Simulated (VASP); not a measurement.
# Mo (Im-3m) in VASP: a series of runs

Mo is run at these levels: PBEsol; tasks: single point.

All numbers are computed with VASP 6.6.1; they aren't measurements. Logs are shortened: lines on timing, memory, paths and dates and some standing lists are left out, and cuts for length are marked.

### Step 1. The cell of the first run

It takes space group Im-3m (No. 229, cubic). The conventional cell has a = 3.046 Å, b = 3.046 Å, c = 3.046 Å, α = 90.00°, β = 90.00°, γ = 90.00°. Within 3.5 Å of Mo (site symmetry m-3m) lie 14 Mo at 2.64 to 3.05 Å.

### Step 2. Single point, PBEsol

Contents of INCAR:

```
SYSTEM = Mo
ALGO = Normal ; EDIFF = 1E-6
ENCUT = 520 ; GGA = PS
ISIF = 2 ; ISMEAR = 0
LASPH = .TRUE. ; LCHARG = .FALSE.
LREAL = .FALSE. ; LWAVE = .FALSE.
NBANDS = 13 ; NELM = 100
PREC = Accurate ; SIGMA = 0.1
```

Contents of KPOINTS:

```
k-points
0
G
  8 8 8
  0 0 0
```

Contents of POSCAR:

```
Mo
1.0
   -1.5229512144      1.5229512144      1.5229512144
    1.5229512144     -1.5229512144      1.5229512144
    1.5229512144      1.5229512144     -1.5229512144
Mo
1
Direct
    0.0000000000      0.0000000000      0.0000000000
```

Potentials or basis: VASP PAW PBE potentials, release 64 (Mo_sv).

Run with:

```sh
$ cat potpaw_PBE.64/Mo_sv/POTCAR > POTCAR
$ mpirun -np 1 vasp_std > vasp.out
```

OUTCAR:

```text
SYSTEM = Mo
   EDIFF = 1E-6
   ENCUT = 520
   GGA = PS
   ISIF = 2
   ISMEAR = 0
   LASPH = .TRUE.
   LREAL = .FALSE.
   NELM = 100
   PREC = Accurate

 ion  position               nearest neighbor table
   1  0.000  0.000  0.000-

  LATTYP: Found a body centered cubic cell.
 ALAT       =     3.0459024288

  Lattice vectors:

 A1 = (  -1.5229512144,   1.5229512144,   1.5229512144)
 A2 = (   1.5229512144,  -1.5229512144,   1.5229512144)
 A3 = (   1.5229512144,   1.5229512144,  -1.5229512144)

Analysis of symmetry for initial positions (statically):
=====================================================================
 Subroutine PRICEL returns:
 Original cell was already a primitive cell.

 Routine SETGRP: Setting up the symmetry group for a
 body centered cubic supercell.

 Subroutine GETGRP returns: Found 48 space group operations
 (whereof 48 operations were pure point group operations)
 out of a pool of 48 trial point group operations.

The static configuration has the point symmetry O_h .

Analysis of symmetry for dynamics (positions and initial velocities):
=====================================================================
 Subroutine PRICEL returns:
 Original cell was already a primitive cell.

 Routine SETGRP: Setting up the symmetry group for a
 body centered cubic supercell.

 Subroutine GETGRP returns: Found 48 space group operations
 (whereof 48 operations were pure point group operations)
 out of a pool of 48 trial point group operations.

The dynamic configuration has the point symmetry O_h .

 Subroutine INISYM returns: Found 48 space group operations
 (whereof 48 operations are pure point group operations),
 and found     1 'primitive' translations

----------------------------------------------------------------------------------------

                                     Primitive cell

  volume of cell :      14.1292

  direct lattice vectors                    reciprocal lattice vectors
    -1.522951214  1.522951214  1.522951214     0.000000000  0.328309926  0.328309926
     1.522951214 -1.522951214  1.522951214     0.328309926  0.000000000  0.328309926
     1.522951214  1.522951214 -1.522951214     0.328309926  0.328309926  0.000000000

  length of vectors
     2.637828881  2.637828881  2.637828881     0.464300350  0.464300350  0.464300350

  position of ions in fractional coordinates (direct lattice)
     0.000000000  0.000000000  0.000000000

  ion indices of the primitive-cell ions
   primitive index   ion index
                 1           1

----------------------------------------------------------------------------------------

 KPOINTS: k-points

Automatic generation of k-mesh.
 Grid dimensions read from file:
 generate k-points for:    8    8    8

 Generating k-lattice:

  Cartesian coordinates                     Fractional coordinates (reciprocal lattice)
     0.000000000  0.041038741  0.041038741     0.125000000  0.000000000  0.000000000
     0.041038741  0.000000000  0.041038741     0.000000000  0.125000000  0.000000000
     0.041038741  0.041038741  0.000000000     0.000000000  0.000000000  0.125000000

  Length of vectors
     0.058037544  0.058037544  0.058037544

  Shift w.r.t. Gamma in fractional coordinates (k-lattice)
     0.000000000  0.000000000  0.000000000

 Subroutine IBZKPT returns following result:
 ===========================================

 Found     29 irreducible k-points:

 Following reciprocal coordinates:
            Coordinates               Weight
  0.000000  0.000000  0.000000      1.000000
  0.125000  0.000000  0.000000     12.000000
  0.250000  0.000000  0.000000     12.000000
  0.375000  0.000000  0.000000     12.000000
  0.500000  0.000000  0.000000      6.000000
  0.125000  0.125000  0.000000     24.000000
[... 16 lines left out ...]
 -0.250000  0.250000  0.250000      6.000000
 -0.375000  0.375000  0.250000     24.000000
 [... further k-points ...]
   k-points           NKPTS =     29   k-points in BZ     NKDIM =     29   number of bands    NBANDS=     13
   number of dos      NEDOS =    301   number of ions     NIONS =      1
   total plane-waves  NPLWV =   8000
   dimension x,y,z NGX =    20 NGY =   20 NGZ =   20
   dimension x,y,z NGXF=    40 NGYF=   40 NGZF=   40
   ions per type =               1
   NGX,Y,Z   is equivalent  to a cutoff of  12.60, 12.60, 12.60 a.u.
   NGXF,Y,Z  is equivalent  to a cutoff of  25.21, 25.21, 25.21 a.u.
 SYSTEM =  Mo
   PREC   = accura    normal or accurate (medium, high low for compatibility)
   ISTART =      0    job   : 0-new  1-cont  2-samecut
   ICHARG =      2    charge: 1-file 2-atom 10-const
   ISPIN  =      1    spin polarized calculation?
   LNONCOLLINEAR =      F non collinear calculations
   LSORBIT =      F    spin-orbit coupling
   LASPH  =      T    aspherical Exc in radial PAW
   ENCUT  =  520.0 eV  38.22 Ry    6.18 a.u.   4.90  4.90  4.90*2*pi/ulx,y,z
   NELM   =    100;   NELMIN=  2; NELMDL= -5     # of ELM steps
   EDIFF  = 0.1E-05   stopping-criterion for ELM
   LREAL  =      F    real-space projection
   EDIFFG = 0.1E-04   stopping-criterion for IOM
   NSW    =      0    number of steps for IOM
   IBRION =     -1    ionic relax: 0-MD 1-quasi-New 2-CG
   NFREE  =      0    steps in history (QN), initial steepest desc. (CG)
   ISIF   =      2    stress and relaxation
   ISYM   =      2    0-nonsym 1-usesym 2-fastsym
   POTIM  = 0.5000    time-step for ionic-motion
   TEBEG  =    0.0;   TEEND  =   0.0 temperature during run
   PSTRESS=    0.0 pullay stress
   NELECT =      14.0000    total number of electrons
   NUPDOWN=      -1.0000    fix difference up-down
   EMIN   =  10.00;   EMAX   =-10.00  energy-range for DOS
   EFERMI =   0.00;   METHOD = LEGACY
   ISMEAR =     0;   SIGMA  =   0.10  broadening in eV -4-tet -1-fermi 0-gaus
   EFERMI_NEDOS =   21; number of points for ismear=-14 and -15
   IALGO  =     38    algorithm
   IMIX   =      4    mixing-type and parameters
     AMIX     =   0.40;   BMIX     =  1.00
     AMIX_MAG =   1.60;   BMIX_MAG =  1.00
  volume/ion in A,a.u.               =      14.13        95.35
  Fermi-wavevector in a.u.,A,eV,Ry     =   1.632093  3.084208 36.242206  2.663727
  Thomas-Fermi vector in A             =   2.724121
   LORBIT       =      0    0 simple, 1 ext, 2 COOP (PROOUT), +10 PAW based schemes
   GGA     = PS    functional components
   LHFCALC =     F    Hartree Fock is set to
   AEXX    =    0.0000 exact exchange contribution
   IVDW    =     0    specifies the selected vdW correction
   LEPSILON=     F    determine dielectric tensor
   LRPA    =     F    only Hartree local field effects (RPA)
 non-spin polarized calculation
 Gauss-broadening in eV      SIGMA  =   0.10
  energy-cutoff  :      520.00
  volume of cell :       14.13
 maximum number of plane-waves:       390
   NGX =  9   NGY =  9   NGZ =  9

 number of electron      14.0000002 magnetization

 Free energy of the ion-electron system (eV)
  ---------------------------------------------------
  ext. energy  EPLUGINS =         0.00000000
  ---------------------------------------------------
  free energy    TOTEN  =       -11.65425669 eV

  energy without entropy =      -11.64756506  energy(sigma->0) =      -11.65091088

 E-fermi :  14.0880     XC(G=0): -14.1064

 val. band max:       14.0564252794   @ k =   0.3750   0.1250   0.0000
 cond. band min:      14.0985995982   @ k =  -0.1250   0.1250   0.1250
 fundamental gap:      0.0421743189
 Fermi energy:        14.0880396340

 k-point     1 :       0.0000    0.0000    0.0000
  band No.  band energies     occupation
      1     -47.0622      2.00000
      2     -20.0723      2.00000
      3     -20.0723      2.00000
      4     -20.0723      2.00000
      5       6.5730      2.00000
      6      12.5860      2.00000
      7      12.5860      2.00000
      8      12.5860      2.00000
      9      15.9961      0.00000
     10      15.9961      0.00000
     11      29.0916      0.00000
     12      29.0916      0.00000
     13      29.0916      0.00000

 k-point     2 :       0.1250    0.0000    0.0000
  band No.  band energies     occupation
      1     -47.0054      2.00000
      2     -20.3767      2.00000
      3     -20.1645      2.00000
      4     -20.0755      2.00000
      5       7.3094      2.00000
      6      12.1577      2.00000
      7      12.4782      2.00000
      8      13.3233      2.00000
      9      15.4717      0.00000
     10      16.0116      0.00000
     11      29.6199      0.00000
     12      30.3772      0.00000
     13      30.5968      0.00000

 k-point     3 :       0.2500    0.0000    0.0000
  band No.  band energies     occupation
      1     -46.8659      2.00000
      2     -21.0774      2.00000
      3     -20.3815      2.00000
      4     -20.0833      2.00000
      5       8.6052      2.00000
      6      11.2666      2.00000
      7      12.4606      2.00000
      8      15.3719      0.00000
      9      15.4049      0.00000
     10      16.1794      0.00000
     11      29.3859      0.00000
     12      31.5381      0.00000
     13      33.7809      0.00000

 k-point     4 :       0.3750    0.0000    0.0000
  band No.  band energies     occupation
      1     -46.7230      2.00000
      2     -21.7382      2.00000
      3     -20.5913      2.00000
      4     -20.0914      2.00000
      5       8.4756      2.00000
      6      10.5160      2.00000
      7      14.3956      0.00001
      8      16.0539      0.00000
      9      16.5675      0.00000
     10      18.1120      0.00000
     11      27.3161      0.00000
     12      29.0578      0.00000
     13      35.3011      0.00000

 k-point     5 :       0.5000    0.0000    0.0000
  band No.  band energies     occupation
      1     -46.6627      2.00000
      2     -22.0021      2.00000
      3     -20.6762      2.00000
      4     -20.0948      2.00000
      5       8.1690      2.00000
      6      10.2350      2.00000
      7      16.1008      0.00000
      8      16.2148      0.00000
      9      16.8189      0.00000
     10      19.7063      0.00000
     11      26.2767      0.00000
     12      27.4644      0.00000
     13      32.7668      0.00000

 k-point     6 :       0.1250    0.1250    0.0000
  band No.  band energies     occupation
      1     -46.9072      2.00000
      2     -20.8554      2.00000
      3     -20.2772      2.00000
      4     -20.1468      2.00000
      5       8.4805      2.00000
      6      11.7548      2.00000
      7      11.8133      2.00000
      8      14.9481      0.00000
      9      14.9865      0.00000
     10      16.3524      0.00000
     11      30.5783      0.00000
     12      31.1470      0.00000
     13      32.2139      0.00000

 k-point     7 :       0.2500    0.1250    0.0000
  band No.  band energies     occupation
      1     -46.7655      2.00000
      2     -21.4561      2.00000
      3     -20.5451      2.00000
      4     -20.1817      2.00000
      5       9.2144      2.00000
      6      10.9261      2.00000
      7      12.3490      2.00000
      8      15.2843      0.00000
      9      16.7446      0.00000
     10      17.7889      0.00000
     11      28.8701      0.00000
     12      30.4651      0.00000
     13      34.5692      0.00000
[... 193 lines left out ...]
 k-point    20 :      -0.3750    0.5000    0.1250
  band No.  band energies     occupation
      1     -46.5956      2.00000
      2     -21.7146      2.00000
      3     -21.0234      2.00000
      4     -20.4228      2.00000
      5       9.5778      2.00000
      6      11.0713      2.00000
      7      11.9601      2.00000
      8      15.0356      0.00000
      9      17.9362      0.00000
     10      21.9640      0.00000
     11      27.0176      0.00000
     12      29.6648      0.00000
     13      32.3960      0.00000

 k-point    21 :      -0.3750   -0.3750    0.1250
  band No.  band energies     occupation
      1     -46.5600      2.00000
      2     -21.4652      2.00000
      3     -21.4652      2.00000
      4     -20.4371      2.00000
      5      10.6031      2.00000
      6      10.6031      2.00000
      7      10.8828      2.00000
      8      16.7962      0.00000
      9      16.7962      0.00000
     10      25.6098      0.00000
     11      26.2081      0.00000
     12      26.2081      0.00000
     13      34.9988      0.00000

 k-point    22 :       0.2500    0.2500    0.2500
  band No.  band energies     occupation
      1     -46.6295      2.00000
      2     -21.0647      2.00000
      3     -21.0647      2.00000
      4     -21.0647      2.00000
      5      11.3136      2.00000
      6      11.3136      2.00000
      7      11.3136      2.00000
      8      16.9734      0.00000
      9      16.9734      0.00000
     10      24.8140      0.00000
     11      26.8488      0.00000
     12      26.8488      0.00000
     13      26.8488      0.00000

 k-point    23 :      -0.2500    0.2500    0.2500
  band No.  band energies     occupation
      1     -46.6990      2.00000
      2     -21.1179      2.00000
      3     -20.7194      2.00000
      4     -20.7194      2.00000
      5      10.2509      2.00000
      6      10.9391      2.00000
      7      13.4482      2.00000
      8      13.4482      2.00000
      9      15.1210      0.00000
     10      18.1726      0.00000
     11      30.0136      0.00000
     12      33.8756      0.00000
     13      34.4508      0.00000

 k-point    24 :      -0.3750    0.3750    0.2500
  band No.  band energies     occupation
      1     -46.5781      2.00000
      2     -21.5038      2.00000
      3     -20.9475      2.00000
      4     -20.7796      2.00000
      5       9.6241      2.00000
      6      10.3814      2.00000
      7      13.4296      2.00000
      8      14.3831      0.00003
      9      17.4805      0.00000
     10      19.9249      0.00000
     11      29.2830      0.00000
     12      31.5359      0.00000
     13      32.3273      0.00000

 [... further k-points ...]
[... 5 lines left out ...]
  --------------------------------------------------------------------------------------
  -------------------------------------------------------------------------------------
  Total        2.4338007      2.4338007      2.4338007      0.0000000      0.0000000     -0.0000000
  in kB      275.9800122    275.9800122    275.9800122      0.0000000      0.0000000     -0.0000000
  external PRESSURE =     275.9800122 kB  Pullay stress =       0.0000000 kB

 VOLUME and BASIS-vectors are now :
 -----------------------------------------------------------------------------
  energy-cutoff  :      520.00
  volume of cell :       14.13
      direct lattice vectors                 reciprocal lattice vectors
    -1.522951214  1.522951214  1.522951214     0.000000000  0.328309926  0.328309926
     1.522951214 -1.522951214  1.522951214     0.328309926  0.000000000  0.328309926
     1.522951214  1.522951214 -1.522951214     0.328309926  0.328309926  0.000000000

 POSITION                                       TOTAL-FORCE (eV/Angst)
 -----------------------------------------------------------------------------------
      0.00000      0.00000      0.00000        -0.000000     -0.000000      0.000000
 -----------------------------------------------------------------------------------
    total drift:                                0.000000      0.000000      0.000000

  FREE ENERGIE OF THE ION-ELECTRON SYSTEM (eV)
  ---------------------------------------------------
  free  energy   TOTEN  =       -11.6542566939 eV

  energy  without entropy=      -11.6475650615  energy(sigma->0) =      -11.65091088
```

Run time: 4.2 s. Hardware: 1 thread of Intel Xeon 6975P-C (Granite Rapids), shared host; peak memory 0.12 GiB.

What came out:

```
Free energy            : -11.6543 eV
Pressure               : 27.6 GPa
Band gap on the k mesh : zero (band 7 reaches 18.79 eV, above the bottom of band 8 at 12.59 eV)
```

Caveat: the k points lie up to 0.36 Å⁻¹ apart; the PAW data sets were made with another functional, which shifts forces and pressure a little.

### Step 3. Single point, PBEsol

This run uses another cell than the first one, of 15.30 Å³/atom, 1.083 times its volume.

Contents of INCAR:

```
SYSTEM = Mo
  PREC = Accurate
  ENCUT = 520
  EDIFF = 1E-6
  ISMEAR = 0
  SIGMA = 0.1
  LREAL = .FALSE.
  LASPH = .TRUE.
  NELM = 80
  ALGO = Fast
  ISIF = 2
  LWAVE = .FALSE.
  LCHARG = .FALSE.
  GGA = PS
  NBANDS = 13
```

Contents of KPOINTS:

```
regular mesh
0
G
  10 10 10
  0 0 0
```

Contents of POSCAR:

```
Mo
1.0
   -1.5637728434      1.5637728434      1.5637728434
    1.5637728434     -1.5637728434      1.5637728434
    1.5637728434      1.5637728434     -1.5637728434
Mo
1
Direct
    0.0000000000      0.0000000000      0.0000000000
```

Potentials or basis: VASP PAW PBE potentials, release 64 (Mo_sv).

Run with:

```sh
$ cat potpaw_PBE.64/Mo_sv/POTCAR > POTCAR
$ mpirun -np 1 vasp_std > vasp.out
```

It took 6.7 s on 1 thread of Intel Xeon 6975P-C (Granite Rapids), shared host; peak memory 0.12 GiB.

Results (log left out):

```yaml
Free_energy: -11.7652 eV
Pressure: 0.5 GPa
Band_gap_on_the_k_mesh: zero (band 7 reaches 16.97 eV, above the bottom of band 8 at 11.42 eV)
```

Levels at points of the mesh, in eV from the Fermi level:
```csv
k point,band 3,band 4,band 5,band 6,band 7,band 8,band 9,band 10,band 11,band 12
"(0.00, 0.00, 0.00)",-34.53,-34.53,-7.48,-1.52,-1.52,-1.52,1.58,1.58,14.72,14.72
"(0.50, 0.00, 0.00)",-35.01,-34.54,-5.60,-3.63,1.57,1.63,2.28,4.83,11.85,11.86
"(0.50, 0.50, 0.50)",-35.57,-35.57,-5.75,-5.75,4.03,4.03,4.03,9.07,9.07,9.07
```

Caveat: the PAW data sets were made with another functional, which shifts forces and pressure a little.
